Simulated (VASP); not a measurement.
Set up this calculation in VASP 6.6.1, as the native input.

```yaml
Task: single point
Functional: PBE
Potentials_or_basis: VASP PAW PBE potentials, release 64 (Mg, O, Si)
Cutoff: 520 eV
k_mesh: 9 × 9 × 1
Occupations: gaussian, width 0.05 eV
Spin: collinear spin
Starting_moments: "[0.0, 0.0, 0.0, 0.0, 0.0, 0.0, 2.0] μB"
Dipole_correction: yes
Further_INCAR_settings: ALGO = Normal; EDIFF = 1e-07; NBANDS = 27
```

The structure of Mg3SiO3 lies in POSCAR:

```
Mg3SiO3
1.0
    3.0085896295      0.0000000000      0.0000000000
    0.0000000000      3.0085896295      0.0000000000
    0.0000000000      0.0000000000     19.7799623107
Mg O Si
3 3 1
Direct
    0.5000000000      0.5000000000      0.2022248545
    0.0000000000      0.0000000000      0.3100331116
    0.5000000000      0.5000000000      0.4161289118
    0.0000000000      0.0000000000      0.2022248545
    0.5000000000      0.5000000000      0.3095409235
    0.0000000000      0.0000000000      0.4186035434
    0.0000000000      0.3750000000      0.5576796956
```

One way to write it, as run:

INCAR

```
  PREC = Accurate
  ENCUT = 520
  EDIFF = 1E-7
  ISMEAR = 0
  SIGMA = 0.05
  LREAL = False
  LASPH = True
  NELM = 150
  ALGO = Normal
  ISIF = 2
  LWAVE = False
  LCHARG = False
  ISPIN = 2
  MAGMOM = 0 0 0 0 0 0 2
  LORBIT = 11
  LDIPOL = True
  IDIPOL = 3
  DIPOL = 0.5 0.5 0.345
  GGA = PE
  NBANDS = 27
```

KPOINTS

```
regular mesh
0
Gamma
  9 9 1
```

Potentials or basis: VASP PAW PBE potentials, release 64 (Mg, O, Si).

Command:

```sh
$ cat potpaw_PBE.64/Mg/POTCAR potpaw_PBE.64/O/POTCAR potpaw_PBE.64/Si/POTCAR > POTCAR
$ mpirun -np 1 vasp_std > vasp.out
```

It gave:

| Quantity | Value |
| --- | --- |
| Largest force | 0.442 eV/Å |
| Band gap on the k mesh | zero (filled and empty bands overlap) |
| Net moment | 0.00 μB per cell |
| Valence electrons inside the program's atomic spheres | Mg 0.35, 0.39, 0.36; O 5.03, 5.09 (each value once); Si 1.47 |

It took 7.7 min on 1 thread of Intel(R) Xeon(R) Platinum 8488C (Sapphire Rapids) (shared host), peak memory 0.44 GiB.
